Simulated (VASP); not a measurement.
# CdS (P3m1) in VASP: notebook, part 2 of 2

VASP 6.6.1. Earlier steps stand in the parts before.

### Step 3. Single point, LDA (42.90 Å³/atom)

This run uses another cell than the first one.

INCAR reads:

```
PREC = Accurate ; ENCUT = 520
EDIFF = 1E-6 ; ISMEAR = -1
SIGMA = 0.05 ; LREAL = F
LASPH = T ; NELM = 100
ALGO = Normal ; ISIF = 2
LWAVE = F ; LCHARG = T
GGA = CA ; LELF = T
LVHAR = T ; NBANDS = 16
```

KPOINTS reads:

```
Automatic mesh
0
Gamma
  7 7 5
```

POSCAR reads:

```
CdS
1.0
    4.1741825350      0.0000000000      0.0000000000
   -2.0870912675      3.6149481154      0.0000000000
    0.0000000000      0.0000000000      5.6856871846
Cd S
1 1
Direct
    0.0000000000      0.0000000000      0.4426919200
    0.6666666667      0.3333333333      0.4343080800
```

Potentials or basis: VASP PAW LDA potentials, release 64 (Cd, S).

Command:

```bash
$ cat potpaw_LDA.64/Cd/POTCAR potpaw_LDA.64/S/POTCAR > POTCAR
$ mpirun -np 1 vasp_std > vasp.out
```

Wall time 36 s (1 thread of Intel Xeon Platinum 8259CL at 2.50GHz (Skylake/Cascade Lake), shared host); peak memory 0.19 GiB.

The run converged. Its results:

| Property | Result |
| --- | --- |
| Free energy | -6.6486 eV |
| Pressure | -0.5 GPa |
| Largest force | 0.008 eV/Å |
| Band gap on the k mesh | 1.39 eV |

Forces in eV/Å, atoms in the order of the input:
```
Cd   0.000  0.000 -0.008
S    0.000  0.000  0.008
```

Stress tensor (GPa, compression positive):
```
-0.76  0.00  0.00
 0.00 -0.76  0.00
 0.00  0.00 -0.13
```

Levels at points of the mesh, in eV from the valence-band top:
```
           k point  band 5  band 6  band 7  band 8  band 9  band 10  band 11  band 12  band 13  band 14
(0.00, 0.00, 0.00)   -7.26   -7.01   -1.31    0.00    0.00     1.39     5.41     6.81     6.81     6.97
```

Caveat: an odd mesh through Γ misses points on the zone boundary, where band edges can lie.

### Step 4. Single point, PBEsol (42.90 Å³/atom)

This run uses another cell than the first one.

INCAR reads:

```
PREC     = Accurate       # precision mode
ENCUT    = 520            # plane-wave cutoff, eV
EDIFF    = 1E-6           # SCF threshold, eV
ISMEAR   = -1             # smearing method
SIGMA    = 0.05           # smearing width, eV
LREAL    = False          # projectors in reciprocal space
LASPH    = True           # aspherical terms in the spheres
NELM     = 60             # most SCF steps
ALGO     = Normal         # electronic algorithm
ISIF     = 2              # what is computed and relaxed
LWAVE    = False          # write WAVECAR
LCHARG   = True           # write CHGCAR
GGA      = PS             # functional
LELF     = True           # ELF
LVHAR    = True         
NBANDS   = 16             # bands
```

KPOINTS reads:

```
regular mesh
0
Gamma
  7 7 5
```

POSCAR is that of step 3.

Potentials or basis: VASP PAW PBE potentials, release 64 (Cd, S).

Command:

```bash
$ cat potpaw_PBE.64/Cd/POTCAR potpaw_PBE.64/S/POTCAR > POTCAR
$ mpirun -np 1 vasp_std > vasp.out
```

OUTCAR:

```text
PREC = Accurate
   ENCUT = 520
   EDIFF = 1E-6
   ISMEAR = -1
   LREAL = False
   LASPH = True
   NELM = 60
   ISIF = 2
   GGA = PS

 ion  position               nearest neighbor table
   1  0.000  0.000  0.443-   2 2.41   2 2.41   2 2.41
   2  0.667  0.333  0.434-   1 2.41   1 2.41   1 2.41

  LATTYP: Found a hexagonal cell.
 ALAT       =     4.1741825350
 C/A-ratio  =     1.3621079426

  Lattice vectors:

 A1 = (   4.1741825350,   0.0000000000,   0.0000000000)
 A2 = (  -2.0870912675,   3.6149481154,   0.0000000000)
[... 624 lines left out ...]
      3      -9.5177      2.00000
      4      -9.1710      2.00000
      5      -9.0967      2.00000
      6      -8.7580      2.00000
[... 8 lines left out ...]
     15       8.2041      0.00000
     16       8.6412      0.00000

 [... further k-points ...]
[... 5 lines left out ...]
  --------------------------------------------------------------------------------------
  -------------------------------------------------------------------------------------
  Total        0.4331243      0.4331243     -0.0054570      0.0000000      0.0000000      0.0000000
  in kB        8.0884759      8.0884759     -0.1019082      0.0000000      0.0000000      0.0000000
  external PRESSURE =       5.3583479 kB  Pullay stress =       0.0000000 kB

 VOLUME and BASIS-vectors are now :
 -----------------------------------------------------------------------------
  energy-cutoff  :      520.00
  volume of cell :       85.79
      direct lattice vectors                 reciprocal lattice vectors
     4.174182535  0.000000000  0.000000000     0.239567865  0.138314572  0.000000000
    -2.087091267  3.614948115  0.000000000     0.000000000  0.276629143  0.000000000
     0.000000000  0.000000000  5.685687185     0.000000000  0.000000000  0.175880235

 POSITION                                       TOTAL-FORCE (eV/Angst)
 -----------------------------------------------------------------------------------
      0.00000      0.00000      2.51701         0.000000     -0.000000      0.002586
      2.08709      1.20498      2.46934        -0.000000      0.000000     -0.002586
 -----------------------------------------------------------------------------------
    total drift:                                0.000001     -0.000000      0.001111

  FREE ENERGIE OF THE ION-ELECTRON SYSTEM (eV)
  ---------------------------------------------------
  free  energy   TOTEN  =        -6.1876450220 eV

  energy  without entropy=       -6.1876450110  energy(sigma->0) =       -6.18764502
```

stdout:

```text
POSCAR found type information on POSCAR CdS
 POSCAR found :  2 types and       2 ions
 scaLAPACK will be used
 -----------------------------------------------------------------------------
|                                                                             |
|                                                                             |
|     You enforced a specific xc type in the INCAR file but a different       |
|     I HOPE YOU KNOW WHAT YOU ARE DOING!                                     |
|                                                                             |
 -----------------------------------------------------------------------------

 LDA part: xc-table for (Slater+PW92), standard interpolation
 POSCAR, INCAR and KPOINTS ok, starting setup
 FFT: planning ... GRIDC
 FFT: planning ... GRID_SOFT
 FFT: planning ... GRID
 WAVECAR not read
 entering main loop
```

It took 40 s on 1 thread of Intel Xeon Platinum 8259CL at 2.50GHz (Skylake/Cascade Lake), shared host; peak memory 0.21 GiB.

What came out:

| Quantity | Value |
| --- | --- |
| Free energy | -6.1876 eV |
| Pressure | 0.5 GPa |
| Band gap on the k mesh | 1.53 eV |

Forces on the atoms (eV/Å):
```
Cd   0.000  0.000  0.003
S    0.000  0.000 -0.003
```

Caveat: the PAW data sets were made with another functional, which shifts forces and pressure a little; an odd mesh through Γ misses points on the zone boundary, where band edges can lie.

### Step 5. Single point, LDA (43.81 Å³/atom)

This run uses another cell than the first one.

INCAR reads:

```
SYSTEM = CdS
PREC = Accurate
ENCUT = 520
EDIFF = 1E-6
ISMEAR = -1
SIGMA = 0.05
LREAL = .FALSE.
LASPH = .TRUE.
NELM = 100
ALGO = Normal
ISIF = 2
LWAVE = .FALSE.
LCHARG = .FALSE.
GGA = CA
NBANDS = 16
```

KPOINTS reads:

```
regular mesh
0
G
  7 7 5
  0 0 0
```

POSCAR reads:

```
CdS
1.0
    4.2035791552      0.0000000000      0.0000000000
   -2.1017895776      3.6404063352      0.0000000000
    0.0000000000      0.0000000000      5.7257285545
Cd S
1 1
Direct
    0.0000000000      0.0000000000      0.4426919200
    0.6666666667      0.3333333333      0.4343080800
```

Potentials or basis: VASP PAW LDA potentials, release 64 (Cd, S).

Command:

```bash
$ cat potpaw_LDA.64/Cd/POTCAR potpaw_LDA.64/S/POTCAR > POTCAR
$ mpirun -np 1 vasp_std > vasp.out
```

It took 33 s on 1 thread of Intel Xeon Platinum 8259CL at 2.50GHz (Skylake/Cascade Lake), shared host; peak memory 0.2 GiB.

The run converged. Its results:

* Free energy: -6.6388 eV
* Pressure: -1.2 GPa
* Largest force: 0.014 eV/Å
* Band gap on the k mesh: 1.36 eV

Forces in eV/Å, atoms in the order of the input:
```
Cd   0.000  0.000 -0.014
S    0.000  0.000  0.014
```

Stress tensor (GPa, compression positive):
```
-1.73  0.00  0.00
 0.00 -1.73  0.00
 0.00  0.00 -0.12
```

Levels at points of the mesh, in eV from the valence-band top:
```csv
k point,band 5,band 6,band 7,band 8,band 9,band 10,band 11,band 12,band 13,band 14
"(0.00, 0.00, 0.00)",-7.22,-6.98,-1.21,0.00,0.00,1.36,5.44,6.81,6.81,6.92
```

Caveat: an odd mesh through Γ misses points on the zone boundary, where band edges can lie.

### Step 6. The runs side by side

| level | potentials or basis | cell | k mesh | grid for exact exchange (PRECFOCK) | share of exact exchange | gap on the mesh (eV) | pressure (GPa) | largest force (eV/Å) |
| --- | --- | --- | --- | --- | --- | --- | --- | --- |
| PBE0 | VASP PAW PBE potentials, release 64 (Cd, S) | a = 4.261, b = 4.261, c = 5.804 Å, angles 90.0, 90.0, 120.0°, 2 atoms | 6 × 6 × 4 | Normal | 0.25 | 3.16 | -0.7 | 0.02 |
| LDA | VASP PAW LDA potentials, release 64 (Cd, S) | a = 4.174, b = 4.174, c = 5.686 Å, angles 90.0, 90.0, 120.0°, 2 atoms | 7 × 7 × 5 | - | - | 1.39 | -0.5 | 0.01 |
| PBEsol | VASP PAW PBE potentials, release 64 (Cd, S) | a = 4.174, b = 4.174, c = 5.686 Å, angles 90.0, 90.0, 120.0°, 2 atoms | 7 × 7 × 5 | - | - | 1.53 | 0.5 | - |
| LDA | VASP PAW LDA potentials, release 64 (Cd, S) | a = 4.204, b = 4.204, c = 5.726 Å, angles 90.0, 90.0, 120.0°, 2 atoms | 7 × 7 × 5 | - | - | 1.36 | -1.2 | 0.01 |

Alike in all rows: task single point; no spin polarisation; cutoff (eV) 520; smearing fermi-dirac 0.05 eV.

Caveats: an odd mesh through Γ misses points on the zone boundary, where band edges can lie (at least some runs); the PAW data sets were made with another functional, which shifts forces and pressure a little (at least some runs).

Absolute energies hang on the potentials; compare differences alone.
